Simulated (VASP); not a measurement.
Input of a VASP 6.6.1 run:

The input INCAR:

```
  PREC = Accurate
  ENCUT = 600
  EDIFF = 1E-6
  ISMEAR = 0
  SIGMA = 0.1
  LREAL = False
  LASPH = True
  NELM = 120
  ALGO = Normal
  ISIF = 2
  LWAVE = False
  LCHARG = False
  GGA = PS
  NBANDS = 16
  GGA_COMPAT = False
```

Contents of KPOINTS:

```
regular mesh
0
Gamma
  8 8 8
```

Contents of POSCAR:

```
NbN
1.0
    0.0000000000      2.1908825858      2.1908825858
    2.1908825858      0.0000000000      2.1908825858
    2.1908825858      2.1908825858      0.0000000000
Nb N
1 1
Direct
    0.5000000000      0.5000000000      0.5000000000
    0.0000000000      0.0000000000      0.0000000000
```

Potentials or basis: VASP PAW PBE potentials, release 64 (Nb_sv, N).

Run with:

```console
$ cat potpaw_PBE.64/Nb_sv/POTCAR potpaw_PBE.64/N/POTCAR > POTCAR
$ mpirun -np 1 vasp_std > vasp.out
```

(1) What does it give for the pressure?

(2) Predict the band gap on the k mesh.

## Answers

(1) -0.8 GPa.

(2) zero (band 9 reaches 15.52 eV, above the bottom of band 10 at 11.94 eV).

Caveat: the PAW data sets were made with another functional, which shifts forces and pressure a little.
